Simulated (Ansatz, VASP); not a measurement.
**Ru5Rh: VASP beside Ansatz**

Contents of INCAR:

```
SYSTEM = Ru5Rh
PREC = Accurate
ENCUT = 520
EDIFF = 1E-6
ISMEAR = -1
SIGMA = 0.08
LREAL = .FALSE.
LASPH = .TRUE.
NELM = 60
ALGO = Normal
ISIF = 2
LWAVE = .FALSE.
LCHARG = .FALSE.
LDIPOL = .TRUE.
IDIPOL = 3
DIPOL = 0.5 0.5 0.500
GGA = PS
NBANDS = 52
```

File KPOINTS:

```
regular mesh
0
G
  13 9 1
  0 0 0
```

Contents of POSCAR:

```
Ru5Rh
1.0
    2.6907521390      0.0000000000      0.0000000000
    0.0000000000      4.2493843975      0.0000000000
    0.0000000000      0.0000000000     21.4373000000
Ru Rh
5 1
Direct
    0.7500000000      0.7500000000      0.3793277458
    0.2500000000      0.2500000000      0.4090318242
    0.7500000000      0.2500000000      0.5169628122
    0.7500000000      0.7500000000      0.5909681755
    0.2500000000      0.2500000000      0.6206722545
    0.2500000000      0.7500000000      0.4830371878
```

Input for Ansatz:

```yaml
crystal:
  lattice:
    - [2.690752139, 0.0, 0.0]
    - [0.0, 4.2493843975, 0.0]
    - [0.0, 0.0, 21.4373]
  atoms:
    - { symbol: Ru, position: [0.75, 0.75, 0.3793277458] }
    - { symbol: Ru, position: [0.25, 0.25, 0.4090318242] }
    - { symbol: Rh, position: [0.25, 0.75, 0.4830371878] }
    - { symbol: Ru, position: [0.75, 0.25, 0.5169628122] }
    - { symbol: Ru, position: [0.75, 0.75, 0.5909681755] }
    - { symbol: Ru, position: [0.25, 0.25, 0.6206722545] }
kpoints:
  mp_grid: { grid: [13, 9, 1] }
scf:
  occupations: { method: fermi_dirac, width: 0.08 }
hamiltonian:
  xc: pbesol
  pseudopotentials: { kind: paw }
output:
  forces: true
  stress: true
  eigenvalues: true
efield:
  axis: 3
  amplitude: 0
  dipole_correction: true
```

Alike in both runs: task single point; functional PBEsol; k mesh 13 × 9 × 1; occupations fermi-dirac, width 0.08 eV; no spin polarisation.

```csv
,VASP,Ansatz
version,VASP 6.6.1,Ansatz 0.2.0
potentials or method,"VASP PAW PBE potentials, release 64 (Ru_pv, Rh_pv)","PAW with Ansatz's default frozen-core files, scalar-relativistic"
plane-wave cutoff (eV),520,420
valence electrons in the cell,85,97
```

```tsv
	VASP	Ansatz	Ansatz less VASP
rms of the force components (eV/Å)	0.129	0.129	-0.0001
```

VASP's potentials were made for PBE, not for PBEsol. VASP's potentials hold 85 valence electrons a cell and Ansatz's 97, so a difference there can come from the potentials and not from the codes.
